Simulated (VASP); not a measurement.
# B (P6_122) in VASP: notebook

The runs below take B through single point, relaxation of cell and atoms, with PBE.

All numbers are computed with VASP 6.6.1; they aren't measurements. Logs are shortened: lines on timing, memory, paths and dates and some standing lists are left out, and cuts for length are marked.

## (1) The cell of the first run

It takes space group P6_122 (No. 178, hexagonal). The conventional cell has a = 4.344 Å, b = 4.344 Å, c = 2.562 Å, α = 90.00°, β = 90.00°, γ = 120.00°. B (site symmetry 2) has 4 B at 1.67 to 1.69 Å within 2.2 Å.

The cell was built from a structure type or drawn by symmetry, and may not be a known phase.

## (2) Single point, PBE

File INCAR:

```
PREC = Accurate ; ENCUT = 520
EDIFF = 1E-6 ; ISMEAR = 0
SIGMA = 0.1 ; LREAL = F
LASPH = T ; NELM = 80
ALGO = Normal ; ISIF = 2
LWAVE = F ; LCHARG = T
GGA = PE ; LELF = T
LVHAR = T ; NBANDS = 18
```

File KPOINTS:

```
regular mesh
0
Gamma
  6 6 6
```

File POSCAR:

```
B
1.0
    4.3438603400      0.0000000000      0.0000000000
   -2.1719301700      3.7618934100      0.0000000000
    0.0000000000      0.0000000000      2.5617633900
B
6
Direct
    0.6226509800      0.6226509800      0.1666666700
    0.3773490200      0.0000000000      0.5000000000
    0.0000000000      0.3773490200      0.8333333300
    0.0000000000      0.6226509800      0.3333333300
    0.3773490200      0.3773490200      0.6666666700
    0.6226509800      0.0000000000      0.0000000000
```

Potentials or basis: VASP PAW PBE potentials, release 64 (B).

On the command line:

```
> cat potpaw_PBE.64/B/POTCAR > POTCAR
> mpirun -np 1 vasp_std > vasp.out
```

OUTCAR:

```text
PREC = Accurate
   ENCUT = 520
   EDIFF = 1E-6
   ISMEAR = 0
   LREAL = F
   LASPH = T
   NELM = 80
   ISIF = 2
   GGA = PE

 ion  position               nearest neighbor table
   1  0.623  0.623  0.167-   5 1.67   5 1.67   4 1.69   6 1.69
   2  0.377  0.000  0.500-   6 1.67   6 1.67   4 1.69   5 1.69
   3  0.000  0.377  0.833-   4 1.67   4 1.67   5 1.69   6 1.69
   4  0.000  0.623  0.333-   3 1.67   3 1.67   1 1.69   2 1.69
   5  0.377  0.377  0.667-   1 1.67   1 1.67   3 1.69   2 1.69
   6  0.623  0.000  0.000-   2 1.67   2 1.67   3 1.69   1 1.69

  LATTYP: Found a hexagonal cell.
 ALAT       =     4.3438603400
 C/A-ratio  =     0.5897434976

  Lattice vectors:

 A1 = (   4.3438603400,   0.0000000000,   0.0000000000)
 A2 = (  -2.1719301700,   3.7618934100,   0.0000000000)
 A3 = (   0.0000000000,   0.0000000000,   2.5617633900)

Analysis of symmetry for initial positions (statically):
=====================================================================
 Subroutine PRICEL returns:
 Original cell was already a primitive cell.

 Routine SETGRP: Setting up the symmetry group for a
 hexagonal supercell.

 Subroutine GETGRP returns: Found 12 space group operations
 (whereof  2 operations were pure point group operations)
 out of a pool of 24 trial point group operations.

The static configuration has the point symmetry C_2 .
 The point group associated with its full space group is D_6 .

Analysis of symmetry for dynamics (positions and initial velocities):
=====================================================================
 Subroutine PRICEL returns:
 Original cell was already a primitive cell.

 Routine SETGRP: Setting up the symmetry group for a
 hexagonal supercell.

 Subroutine GETGRP returns: Found 12 space group operations
 (whereof  2 operations were pure point group operations)
 out of a pool of 24 trial point group operations.

The dynamic configuration has the point symmetry C_2 .
 The point group associated with its full space group is D_6 .

 Subroutine INISYM returns: Found 12 space group operations
 (whereof  2 operations are pure point group operations),
 and found     1 'primitive' translations

----------------------------------------------------------------------------------------

                                     Primitive cell

  volume of cell :      41.8621

  direct lattice vectors                    reciprocal lattice vectors
     4.343860340  0.000000000  0.000000000     0.230209980  0.132911793  0.000000000
    -2.171930170  3.761893410  0.000000000     0.000000000  0.265823587  0.000000000
     0.000000000  0.000000000  2.561763390     0.000000000  0.000000000  0.390356113

  length of vectors
     4.343860340  4.343860344  2.561763390     0.265823587  0.265823587  0.390356113

  position of ions in fractional coordinates (direct lattice)
     0.622650980  0.622650980  0.166666670
     0.377349020  0.000000000  0.500000000
     0.000000000  0.377349020  0.833333330
     0.000000000  0.622650980  0.333333330
     0.377349020  0.377349020  0.666666670
     0.622650980  0.000000000  0.000000000

  ion indices of the primitive-cell ions
   primitive index   ion index
                 1           1
                 2           2
                 3           3
                 4           4
                 5           5
                 6           6

----------------------------------------------------------------------------------------

 KPOINTS: regular mesh

Automatic generation of k-mesh.
 Grid dimensions read from file:
 generate k-points for:    6    6    6

 Generating k-lattice:

  Cartesian coordinates                     Fractional coordinates (reciprocal lattice)
     0.038368330  0.022151966  0.000000000     0.166666667  0.000000000  0.000000000
     0.000000000  0.044303931  0.000000000     0.000000000  0.166666667  0.000000000
     0.000000000  0.000000000  0.065059352     0.000000000  0.000000000  0.166666667

  Length of vectors
     0.044303931  0.044303931  0.065059352

  Shift w.r.t. Gamma in fractional coordinates (k-lattice)
     0.000000000  0.000000000  0.000000000

 Subroutine IBZKPT returns following result:
 ===========================================

 Found     28 irreducible k-points:

 Following reciprocal coordinates:
            Coordinates               Weight
  0.000000  0.000000  0.000000      1.000000
  0.166667  0.000000  0.000000      6.000000
  0.333333  0.000000  0.000000      6.000000
  0.500000  0.000000  0.000000      3.000000
  0.166667  0.166667  0.000000      6.000000
  0.333333  0.166667  0.000000     12.000000
[... 16 lines left out ...]
  0.166667  0.000000  0.500000      6.000000
  0.333333  0.000000  0.500000      6.000000
 [... further k-points ...]
   k-points           NKPTS =     28   k-points in BZ     NKDIM =     28   number of bands    NBANDS=     18
   number of dos      NEDOS =    301   number of ions     NIONS =      6
   total plane-waves  NPLWV =  20480
   dimension x,y,z NGX =    32 NGY =   32 NGZ =   20
   dimension x,y,z NGXF=    64 NGYF=   64 NGZF=   40
   ions per type =               6
   NGX,Y,Z   is equivalent  to a cutoff of  12.25, 12.25, 12.98 a.u.
   NGXF,Y,Z  is equivalent  to a cutoff of  24.49, 24.49, 25.96 a.u.
 SYSTEM =  unknown system
   PREC   = accura    normal or accurate (medium, high low for compatibility)
   ISTART =      0    job   : 0-new  1-cont  2-samecut
   ICHARG =      2    charge: 1-file 2-atom 10-const
   ISPIN  =      1    spin polarized calculation?
   LNONCOLLINEAR =      F non collinear calculations
   LSORBIT =      F    spin-orbit coupling
   LASPH  =      T    aspherical Exc in radial PAW
   ENCUT  =  520.0 eV  38.22 Ry    6.18 a.u.   8.08  8.08  4.76*2*pi/ulx,y,z
   NELM   =     80;   NELMIN=  2; NELMDL= -5     # of ELM steps
   EDIFF  = 0.1E-05   stopping-criterion for ELM
   LREAL  =      F    real-space projection
[... 7 lines left out ...]
   TEBEG  =    0.0;   TEEND  =   0.0 temperature during run
   PSTRESS=    0.0 pullay stress
   NELECT =      18.0000    total number of electrons
   NUPDOWN=      -1.0000    fix difference up-down
   EMIN   =  10.00;   EMAX   =-10.00  energy-range for DOS
   EFERMI =   0.00;   METHOD = LEGACY
   ISMEAR =     0;   SIGMA  =   0.10  broadening in eV -4-tet -1-fermi 0-gaus
   EFERMI_NEDOS =   21; number of points for ismear=-14 and -15
   IALGO  =     38    algorithm
   IMIX   =      4    mixing-type and parameters
     AMIX     =   0.40;   BMIX     =  1.00
     AMIX_MAG =   1.60;   BMIX_MAG =  1.00
  volume/ion in A,a.u.               =       6.98        47.08
  Fermi-wavevector in a.u.,A,eV,Ry     =   1.235640  2.335021 20.773452  1.526806
  Thomas-Fermi vector in A             =   2.370281
   LORBIT       =      0    0 simple, 1 ext, 2 COOP (PROOUT), +10 PAW based schemes
   GGA     = PE    functional components
   LHFCALC =     F    Hartree Fock is set to
   AEXX    =    0.0000 exact exchange contribution
   IVDW    =     0    specifies the selected vdW correction
   LEPSILON=     F    determine dielectric tensor
   LRPA    =     F    only Hartree local field effects (RPA)
 non-spin polarized calculation
 Gauss-broadening in eV      SIGMA  =   0.10
  energy-cutoff  :      520.00
  volume of cell :       41.86
 maximum number of plane-waves:      1140
   NGX = 17   NGY = 17   NGZ =  9

 number of electron      18.0000000 magnetization

 Free energy of the ion-electron system (eV)
  ---------------------------------------------------
  ext. energy  EPLUGINS =         0.00000000
  ---------------------------------------------------
  free energy    TOTEN  =       -33.28479336 eV

  energy without entropy =      -33.27798656  energy(sigma->0) =      -33.28138996

 E-fermi :   6.1254     XC(G=0): -11.9196

 val. band max:        6.1098453511   @ k =   0.0000   0.0000   0.3333
 cond. band min:       6.1454546084   @ k =   0.1667   0.1667   0.3333
 fundamental gap:      0.0356092573
 Fermi energy:         6.1254218593

 k-point     1 :       0.0000    0.0000    0.0000
  band No.  band energies     occupation
      1      -9.2529      2.00000
      2      -2.1772      2.00000
      3      -1.6974      2.00000
      4      -1.6974      2.00000
      5      -0.4623      2.00000
      6      -0.4623      2.00000
[... 10 lines left out ...]
     17      19.0709      0.00000
     18      19.0709      0.00000

 k-point     2 :       0.1667    0.0000    0.0000
  band No.  band energies     occupation
      1      -9.0367      2.00000
      2      -3.8715      2.00000
      3      -2.2453      2.00000
      4      -1.4248      2.00000
      5       0.4492      2.00000
      6       0.4740      2.00000
[... 10 lines left out ...]
     17      18.8836      0.00000
     18      18.9878      0.00000

 k-point     3 :       0.3333    0.0000    0.0000
  band No.  band energies     occupation
      1      -8.4088      2.00000
      2      -5.6321      2.00000
      3      -2.7926      2.00000
      4      -2.0544      2.00000
      5       2.1681      2.00000
      6       2.5462      2.00000
[... 10 lines left out ...]
     17      17.6413      0.00000
     18      18.3027      0.00000

 k-point     4 :       0.5000    0.0000    0.0000
  band No.  band energies     occupation
      1      -7.7142      2.00000
      2      -6.7203      2.00000
      3      -2.9840      2.00000
      4      -2.2931      2.00000
      5       4.0864      2.00000
      6       4.3220      2.00000
[... 375 lines left out ...]
      4       0.8428      2.00000
      5       1.7265      2.00000
      6       1.7265      2.00000
[... 10 lines left out ...]
     17      19.3875      0.00000
     18      19.3875      0.00000

 k-point    23 :       0.1667    0.0000    0.5000
  band No.  band energies     occupation
      1      -4.5889      2.00000
      2      -4.5889      2.00000
      3       0.1216      2.00000
      4       0.1216      2.00000
      5       1.2434      2.00000
      6       1.2434      2.00000
[... 10 lines left out ...]
     17      18.4823      0.00000
     18      18.4823      0.00000

 k-point    24 :       0.3333    0.0000    0.5000
  band No.  band energies     occupation
      1      -3.9856      2.00000
      2      -3.9856      2.00000
      3      -1.3500      2.00000
      4      -1.3500      2.00000
      5       0.8808      2.00000
      6       0.8808      2.00000
[... 10 lines left out ...]
     17      16.5579      0.00000
     18      16.5579      0.00000

 [... further k-points ...]

------------------------ aborting loop because EDIFF is reached ----------------------------------------

  FORCE on cell =-STRESS in cart. coord.  units (eV):
  Direction    XX          YY          ZZ          XY          YZ          ZX
  --------------------------------------------------------------------------------------
  -------------------------------------------------------------------------------------
  Total        8.9976973      8.9976973     10.8238630      0.0000000      0.0000000      0.0000000
  in kB      344.3662706    344.3662715    414.2585815      0.0000000      0.0000000      0.0000000
  external PRESSURE =     367.6637079 kB  Pullay stress =       0.0000000 kB

 VOLUME and BASIS-vectors are now :
 -----------------------------------------------------------------------------
  energy-cutoff  :      520.00
  volume of cell :       41.86
      direct lattice vectors                 reciprocal lattice vectors
     4.343860340  0.000000000  0.000000000     0.230209980  0.132911793  0.000000000
    -2.171930170  3.761893410  0.000000000     0.000000000  0.265823587  0.000000000
     0.000000000  0.000000000  2.561763390     0.000000000  0.000000000  0.390356113

 POSITION                                       TOTAL-FORCE (eV/Angst)
 -----------------------------------------------------------------------------------
      1.35235      2.34235      0.42696         0.878745      1.522032     -0.000000
      1.63915      0.00000      1.28088        -1.757491     -0.000000      0.000000
     -0.81958      1.41955      2.13480         0.878745     -1.522032     -0.000000
     -1.35235      2.34235      0.85392        -0.878745      1.522032      0.000000
      0.81958      1.41955      1.70784        -0.878745     -1.522032     -0.000000
      2.70471      0.00000      0.00000         1.757491     -0.000000      0.000000
 -----------------------------------------------------------------------------------
    total drift:                                0.000000      0.000000     -0.000002

  FREE ENERGIE OF THE ION-ELECTRON SYSTEM (eV)
  ---------------------------------------------------
  free  energy   TOTEN  =       -33.2847933588 eV

  energy  without entropy=      -33.2779865620  energy(sigma->0) =      -33.28138996
```

It took 30 s on 1 thread of Intel Xeon 8259CL, shared host; peak memory 0.15 GiB.

What came out:

```yaml
Free_energy: -33.2848 eV
Pressure: 36.8 GPa
Largest_force: 1.757 eV/Å
Band_gap_on_the_k_mesh: zero (bands 9 and 10 overlap by 3.58 eV)
```

Forces in eV/Å, atoms in the order of the input:
```
B    0.879  1.522  0.000
B   -1.757  0.000  0.000
B    0.879 -1.522  0.000
B   -0.879  1.522  0.000
B   -0.879 -1.522  0.000
B    1.757  0.000  0.000
```

Caveat: the k points lie up to 0.41 Å⁻¹ apart, too coarse for converged energies and pressures of a metal; forces of over 1 eV/Å act on the atoms, so gaps and moduli don't describe the material at rest.

## (3) Single point, PBE

This run uses another cell than the first one, of 6.95 Å³/atom.

File INCAR:

```
PREC = Accurate ; ENCUT = 520
EDIFF = 1E-6 ; ISMEAR = 0
SIGMA = 0.1 ; LREAL = F
LASPH = T ; NELM = 100
ALGO = Normal ; ISIF = 2
LWAVE = F ; LCHARG = F
GGA = PE ; NBANDS = 18
```

KPOINTS is that of step 2.

File POSCAR:

```
B
1.0
    5.0417581674      0.0000000000      0.0000000000
   -2.5208790837      4.3662906527      0.0000000000
    0.0000000000      0.0000000000      1.8946835585
B
6
Direct
    0.6569656108      0.6569656108      0.1666666667
    0.3430343892      0.0000000000      0.5000000000
    0.0000000000      0.3430343892      0.8333333333
    0.0000000000      0.6569656108      0.3333333333
    0.3430343892      0.3430343892      0.6666666667
    0.6569656108      0.0000000000      0.0000000000
```

Potentials or basis: VASP PAW PBE potentials, release 64 (B).

On the command line:

```
> cat potpaw_PBE.64/B/POTCAR > POTCAR
> mpirun -np 1 vasp_std > vasp.out
```

Run time: 32 s. Hardware: 1 thread of Intel Xeon 8259CL, shared host; peak memory 0.15 GiB.

The run converged. Its results:

```
Free energy            : -37.2183 eV
Pressure               : 0.1 GPa
Largest force          : 0.013 eV/Å
Band gap on the k mesh : zero (bands 9 and 10 overlap by 1.50 eV)
```

Forces in eV/Å, atoms in the order of the input:
```
B   -0.006 -0.011  0.000
B    0.013  0.000  0.000
B   -0.006  0.011  0.000
B    0.006 -0.011  0.000
B    0.006  0.011  0.000
B   -0.013  0.000  0.000
```

Levels at points of the mesh, in eV from the Fermi level:
```tsv
k point	band 6	band 7	band 8	band 9	band 10	band 11	band 12	band 13
(0.00, 0.00, 0.00)	-8.63	-7.75	-1.75	-1.75	5.22	5.22	6.31	10.40
(0.50, 0.00, 0.00)	-6.12	-5.04	-4.75	-4.41	3.27	5.85	6.42	7.04
(0.00, 0.00, 0.50)	-4.11	-1.92	-1.92	-0.51	-0.51	0.53	0.53	2.69
(0.50, 0.00, 0.50)	-4.28	-2.33	-2.33	0.34	0.34	1.38	1.38	5.26
```

Caveat: the k points lie up to 0.55 Å⁻¹ apart, too coarse for converged energies and pressures of a metal.

[end of part 1 of 2]
